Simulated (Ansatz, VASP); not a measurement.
Ta in VASP and in Ansatz

Contents of INCAR:

```
ALGO = Normal ; EDIFF = 1E-6
ENCUT = 520 ; ISIF = 2
ISMEAR = -1 ; LASPH = True
LCHARG = False ; LREAL = False
LWAVE = False ; NBANDS = 12
NELM = 80 ; PREC = Accurate
SIGMA = 0.08
```

KPOINTS

```
k-points
0
Gamma
  18 18 18
```

Contents of POSCAR:

```
Ta
1.0
   -1.3327162359      1.3327162359      1.3327162359
    1.3327162359     -1.3327162359      1.3327162359
    1.3327162359      1.3327162359     -1.3327162359
Ta
1
Direct
    0.0000000000      0.0000000000      0.0000000000
```

Input for Ansatz:

```yaml
crystal:
  lattice:
    - [-1.3327162359, 1.3327162359, 1.3327162359]
    - [1.3327162359, -1.3327162359, 1.3327162359]
    - [1.3327162359, 1.3327162359, -1.3327162359]
  atoms:
    - { symbol: Ta, position: [0.0, 0.0, 0.0] }
kpoints:
  mp_grid: { grid: [18, 18, 18] }
scf:
  occupations: { method: fermi_dirac, width: 0.08 }
hamiltonian:
  xc: lda
  pseudopotentials: { kind: all_electron, lapw: { basis_error: 0.001 } }
output:
  forces: true
  stress: true
  eigenvalues: true
  populations: true
```

Change from the starting cell: volume scaled by 0.55, LAPW.

Alike in both runs: task single point; functional LDA; k mesh 18 × 18 × 18; occupations fermi-dirac, width 0.08 eV; no spin polarisation.

```csv
,VASP,Ansatz
version,VASP 6.6.1,Ansatz 0.2.0
potentials or method,"VASP PAW LDA potentials, release 64 (Ta_pv), cutoff 520 eV","all-electron LAPW, scalar-relativistic"
```

VASP gave:

| Property | Result |
| --- | --- |
| pressure (GPa) | 423.0 |

Question: Estimate Ansatz's values.

Answer: Pressure (GPa): 402.0.

LDA's correlation is that of Perdew and Zunger in VASP and of Perdew and Wang (1992) in Ansatz. Both programs put the cell under a high pressure, so it lies far from rest at this level. Ansatz ran all-electron here, and VASP with PAW potentials.

Neither program's run includes spin-orbit coupling. Noted on VASP's run: the cell as given lies far from equilibrium.
